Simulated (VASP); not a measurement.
# C (Fmmm) in VASP: further runs, part 2 of 3

VASP 6.6.1. Earlier steps stand in the parts before.

### 4 Single point, PBEsol+D3(BJ)

This run uses another cell than the first one, of the same volume but with other edges.

Input file INCAR:

```
ALGO = Normal
EDIFF = 1E-7
ENCUT = 520
GGA = PS
ISIF = 2
ISMEAR = 0
IVDW = 12
LASPH = T
LCHARG = F
LREAL = F
LWAVE = F
NBANDS = 11
NELM = 60
PREC = Accurate
SIGMA = 0.03
```

Input file KPOINTS:

```
k-points
0
Gamma
  18 18 18
```

Input file POSCAR:

```
C
1.0
    0.0000000000      2.1279941339      3.3243844763
    1.2294111613      0.0000000000      3.3243844763
    1.2294111613      2.1279941339      0.0000000000
C
2
Direct
    0.1667066167      0.8332933833      0.1667066167
    0.8332933833      0.1667066167      0.8332933833
```

Potentials or basis: VASP PAW PBE potentials, release 64 (C).

Started as:

```sh
$ cat potpaw_PBE.64/C/POTCAR > POTCAR
$ mpirun -np 1 vasp_std > vasp.out
```

OUTCAR:

```text
EDIFF = 1E-7
   ENCUT = 520
   GGA = PS
   ISIF = 2
   ISMEAR = 0
   IVDW = 12
   LASPH = T
   LREAL = F
   NELM = 60
   PREC = Accurate
 IVDW          = 12

 ion  position               nearest neighbor table
   1  0.167  0.833  0.167-   2 1.42   2 1.42   2 1.42
   2  0.833  0.167  0.833-   1 1.42   1 1.42   1 1.42

  LATTYP: Found a face centered orthorhombic cell.
 ALAT       =     2.4588223226
 B/A-ratio  =     1.7309051690
 C/A-ratio  =     2.7040461165

  Lattice vectors:

 A1 = (   0.0000000000,   2.1279941339,   3.3243844763)
 A2 = (   1.2294111613,   0.0000000000,   3.3243844763)
 A3 = (   1.2294111613,   2.1279941339,   0.0000000000)

Analysis of symmetry for initial positions (statically):
=====================================================================
 Subroutine PRICEL returns:
 Original cell was already a primitive cell.

 Routine SETGRP: Setting up the symmetry group for a
 face centered orthorhombic supercell.

 Subroutine GETGRP returns: Found  8 space group operations
 (whereof  8 operations were pure point group operations)
 out of a pool of  8 trial point group operations.

The static configuration has the point symmetry D_2h.

Analysis of symmetry for dynamics (positions and initial velocities):
=====================================================================
 Subroutine PRICEL returns:
 Original cell was already a primitive cell.

 Routine SETGRP: Setting up the symmetry group for a
 face centered orthorhombic supercell.

 Subroutine GETGRP returns: Found  8 space group operations
 (whereof  8 operations were pure point group operations)
 out of a pool of  8 trial point group operations.

The dynamic configuration has the point symmetry D_2h.

 Subroutine INISYM returns: Found  8 space group operations
 (whereof  8 operations are pure point group operations),
 and found     1 'primitive' translations

----------------------------------------------------------------------------------------

                                     Primitive cell

  volume of cell :      17.3944

  direct lattice vectors                    reciprocal lattice vectors
     0.000000000  2.127994134  3.324384476    -0.406698764  0.234963054  0.150403783
     1.229411161  0.000000000  3.324384476     0.406698764 -0.234963054  0.150403783
     1.229411161  2.127994134  0.000000000     0.406698764  0.234963054 -0.150403783

  length of vectors
     3.947137087  3.544429989  2.457602661     0.493186394  0.493186394  0.493186394

  position of ions in fractional coordinates (direct lattice)
     0.166706617  0.833293383  0.166706617
     0.833293383  0.166706617  0.833293383

  ion indices of the primitive-cell ions
   primitive index   ion index
                 1           1
                 2           2

----------------------------------------------------------------------------------------

 KPOINTS: k-points

Automatic generation of k-mesh.
 Grid dimensions read from file:
 generate k-points for:   18   18   18

 Generating k-lattice:

[... 21 lines left out ...]
  0.166667  0.000000  0.000000      8.000000
  0.222222  0.000000  0.000000      8.000000
  0.277778  0.000000  0.000000      8.000000
[... 16 lines left out ...]
 -0.277778  0.055556  0.000000      8.000000
 -0.222222  0.055556 -0.000000      8.000000
 [... further k-points ...]
   k-points           NKPTS =    865   k-points in BZ     NKDIM =    865   number of bands    NBANDS=     11
   number of dos      NEDOS =    301   number of ions     NIONS =      2
   total plane-waves  NPLWV =  15120
   dimension x,y,z NGX =    30 NGY =   28 NGZ =   18
   dimension x,y,z NGXF=    60 NGYF=   56 NGZF=   36
   ions per type =               2
   NGX,Y,Z   is equivalent  to a cutoff of  12.64, 13.13, 12.18 a.u.
   NGXF,Y,Z  is equivalent  to a cutoff of  25.27, 26.27, 24.35 a.u.
 SYSTEM =  unknown system
   PREC   = accura    normal or accurate (medium, high low for compatibility)
   ISTART =      0    job   : 0-new  1-cont  2-samecut
   ICHARG =      2    charge: 1-file 2-atom 10-const
   ISPIN  =      1    spin polarized calculation?
   LNONCOLLINEAR =      F non collinear calculations
   LSORBIT =      F    spin-orbit coupling
   LASPH  =      T    aspherical Exc in radial PAW
   ENCUT  =  520.0 eV  38.22 Ry    6.18 a.u.   7.34  6.59  4.57*2*pi/ulx,y,z
   NELM   =     60;   NELMIN=  2; NELMDL= -5     # of ELM steps
   EDIFF  = 0.1E-06   stopping-criterion for ELM
   LREAL  =      F    real-space projection
   EDIFFG = 0.1E-05   stopping-criterion for IOM
   NSW    =      0    number of steps for IOM
   IBRION =     -1    ionic relax: 0-MD 1-quasi-New 2-CG
   NFREE  =      0    steps in history (QN), initial steepest desc. (CG)
   ISIF   =      2    stress and relaxation
   ISYM   =      2    0-nonsym 1-usesym 2-fastsym
   POTIM  = 0.5000    time-step for ionic-motion
   TEBEG  =    0.0;   TEEND  =   0.0 temperature during run
   PSTRESS=    0.0 pullay stress
   NELECT =       8.0000    total number of electrons
   NUPDOWN=      -1.0000    fix difference up-down
   EMIN   =  10.00;   EMAX   =-10.00  energy-range for DOS
   EFERMI =   0.00;   METHOD = LEGACY
   ISMEAR =     0;   SIGMA  =   0.03  broadening in eV -4-tet -1-fermi 0-gaus
   EFERMI_NEDOS =   21; number of points for ismear=-14 and -15
   IALGO  =     38    algorithm
   IMIX   =      4    mixing-type and parameters
     AMIX     =   0.40;   BMIX     =  1.00
     AMIX_MAG =   1.60;   BMIX_MAG =  1.00
  volume/ion in A,a.u.               =       8.70        58.69
  Fermi-wavevector in a.u.,A,eV,Ry     =   1.263674  2.387999 21.726779  1.596873
  Thomas-Fermi vector in A             =   2.397019
   LORBIT       =      0    0 simple, 1 ext, 2 COOP (PROOUT), +10 PAW based schemes
   GGA     = PS    functional components
   LHFCALC =     F    Hartree Fock is set to
   AEXX    =    0.0000 exact exchange contribution
   IVDW    =    12    specifies the selected vdW correction
   LEPSILON=     F    determine dielectric tensor
   LRPA    =     F    only Hartree local field effects (RPA)
 non-spin polarized calculation
 Gauss-broadening in eV      SIGMA  =   0.03
  energy-cutoff  :      520.00
  volume of cell :       17.39
 maximum number of plane-waves:       483
 NGX is ok and might be reduce to    30

 number of electron       8.0000000 magnetization

 Free energy of the ion-electron system (eV)
  ---------------------------------------------------
  ext. energy  EPLUGINS =         0.00000000
  ---------------------------------------------------
  free energy    TOTEN  =       -19.27979614 eV

  energy without entropy =      -19.27979293  energy(sigma->0) =      -19.27979454

 E-fermi :   4.7301     XC(G=0): -10.6270

 val. band max:        4.6878895355   @ k =  -0.2778   0.0556   0.3333
 cond. band min:       4.7722404238   @ k =  -0.2222   0.1111   0.3333
 fundamental gap:      0.0843508882
 Fermi energy:         4.7300649869

 k-point     1 :       0.0000    0.0000    0.0000
  band No.  band energies     occupation
      1     -14.9616      2.00000
      2      -1.8321      2.00000
      3       1.7678      2.00000
      4       1.7830      2.00000
      5       8.8245      0.00000
      6      13.0973      0.00000
      7      13.1725      0.00000
      8      16.2490      0.00000
      9      17.6661      0.00000
     10      27.1847      0.00000
     11      30.4603      0.00000
[... 309 lines left out ...]
 k-point    24 :      -0.2222    0.0556   -0.0000
  band No.  band energies     occupation
      1     -13.1078      2.00000
      2      -3.3313      2.00000
      3      -0.5412      2.00000
      4       0.0419      2.00000
      5      10.8666      0.00000
      6      11.4206      0.00000
      7      12.8174      0.00000
      8      19.2067      0.00000
      9      21.0300      0.00000
     10      22.9168      0.00000
     11      27.9729      0.00000

 [... further k-points ...]

------------------------ aborting loop because EDIFF is reached ----------------------------------------

 Edisp (eV)   -0.22248

 E8    (eV) :    -0.1082

  FORCE on cell =-STRESS in cart. coord.  units (eV):
  Direction    XX          YY          ZZ          XY          YZ          ZX
  --------------------------------------------------------------------------------------
  -------------------------------------------------------------------------------------
  Total       0.12464     0.12608    -0.00806    -0.00000     0.00000     0.00000
  in kB      11.48008    11.61313    -0.74252    -0.00000     0.00000     0.00000
  external pressure =        7.45 kB  Pullay stress =        0.00 kB

 VOLUME and BASIS-vectors are now :
 -----------------------------------------------------------------------------
  energy-cutoff  :      520.00
  volume of cell :       17.39
      direct lattice vectors                 reciprocal lattice vectors
     0.000000000  2.127994134  3.324384476    -0.406698764  0.234963054  0.150403783
     1.229411161  0.000000000  3.324384476     0.406698764 -0.234963054  0.150403783
     1.229411161  2.127994134  0.000000000     0.406698764  0.234963054 -0.150403783

 POSITION                                       TOTAL-FORCE (eV/Angst)
 -----------------------------------------------------------------------------------
      1.22941      0.70950      3.32438         0.000000     -0.002943      0.000000
      1.22941      3.54649      3.32438         0.000000      0.002943      0.000000
 -----------------------------------------------------------------------------------
    total drift:                               -0.000000      0.000000     -0.000000

  FREE ENERGIE OF THE ION-ELECTRON SYSTEM (eV)
  ---------------------------------------------------
  free  energy   TOTEN  =       -19.5022787853 eV

  energy  without entropy=      -19.5022755681  energy(sigma->0) =      -19.50227718
```

stdout:

```text
POSCAR found type information on POSCAR C
 POSCAR found :  1 types and       2 ions
 scaLAPACK will be used
 -----------------------------------------------------------------------------
|                                                                             |
|                                                                             |
|     You enforced a specific xc type in the INCAR file but a different       |
|     I HOPE YOU KNOW WHAT YOU ARE DOING!                                     |
|                                                                             |
 -----------------------------------------------------------------------------

 LDA part: xc-table for (Slater+PW92), standard interpolation
 POSCAR, INCAR and KPOINTS ok, starting setup
 FFT: planning ... GRIDC
 FFT: planning ... GRID_SOFT
 FFT: planning ... GRID
 WAVECAR not read
 entering main loop
```

Wall time 78 s (1 thread of Intel Xeon 6975P-C (Granite Rapids), shared host); peak memory 0.26 GiB.

Results:

| Item | Value |
| --- | --- |
| Free energy | -19.5023 eV |
| Pressure | 0.7 GPa |
| Band gap on the k mesh | 0.08 eV, indirect (least direct gap 0.16 eV) |
| Dispersion energy per atom | -0.111 eV |

Forces on the atoms (eV/Å):
```
C    0.000 -0.003  0.000
C    0.000  0.003  0.000
```

Caveat: the PAW data sets were made with another functional, which shifts forces and pressure a little. A k mesh can miss the band edges.

### 5 Single point, PBEsol+D3(BJ)

This run uses another cell than the first one, of 9.16 Å³/atom, 1.053 times its volume.

Input file INCAR:

```
SYSTEM = C
ALGO = Normal
EDIFF = 1E-7
ENCUT = 520
GGA = PS
ISIF = 2
ISMEAR = 0
IVDW = 12
LASPH = .TRUE.
LCHARG = .FALSE.
LREAL = .FALSE.
LWAVE = .FALSE.
NBANDS = 11
NELM = 100
PREC = Accurate
SIGMA = 0.03
```

Input file KPOINTS:

```
k-points
0
G
  18 18 18
  0 0 0
```

Input file POSCAR:

```
C
1.0
    0.0000000000      2.2094280082      3.2483023607
    1.2764581491      0.0000000000      3.2483023607
    1.2764581491      2.2094280082      0.0000000000
C
2
Direct
    0.1667066167      0.8332933833      0.1667066167
    0.8332933833      0.1667066167      0.8332933833
```

Started as:

```sh
$ cat potpaw_PBE.64/C/POTCAR > POTCAR
$ mpirun -np 1 vasp_std > vasp.out
```

It took 76 s on 1 thread of Intel Xeon 6975P-C (Granite Rapids), shared host; peak memory 0.26 GiB.

Results (log left out):

```yaml
Free_energy: -19.3196 eV
Pressure: -27.6 GPa
Largest_force: 0.004 eV/Å
Band_gap_on_the_k_mesh: 0.05 eV, indirect (least direct gap 0.20 eV)
Dispersion_energy_per_atom: -0.110 eV
```

Forces in eV/Å, atoms in the order of the input:
```
C    0.000 -0.004  0.000
C    0.000  0.004  0.000
```

Stress tensor (GPa, compression positive):
```
-41.85   0.00   0.00
  0.00 -42.11   0.00
  0.00   0.00   1.13
```

Levels at points of the mesh, in eV from the valence-band top:
| k point | band 2 | band 3 | band 4 | band 5 | band 6 | band 7 |
| --- | --- | --- | --- | --- | --- | --- |
| (0.00, 0.00, 0.00) | -5.62 | -2.99 | -2.96 | 4.75 | 7.65 | 7.76 |
| (0.50, 0.00, 0.00) | -12.56 | -6.06 | -2.16 | 1.56 | 6.40 | 12.19 |
| (0.50, 0.50, 0.00) | -8.07 | -3.02 | -2.97 | 7.60 | 7.70 | 10.33 |
| (0.50, 0.00, 0.50) | -12.68 | -6.03 | -1.16 | 2.53 | 6.65 | 11.05 |
| (0.00, 0.50, 0.50) | -12.43 | -6.12 | -3.01 | 0.77 | 6.13 | 13.34 |

Caveat: the PAW data sets were made with another functional, which shifts forces and pressure a little. A k mesh can miss the band edges.

(Part 2 of 3 ends here.)
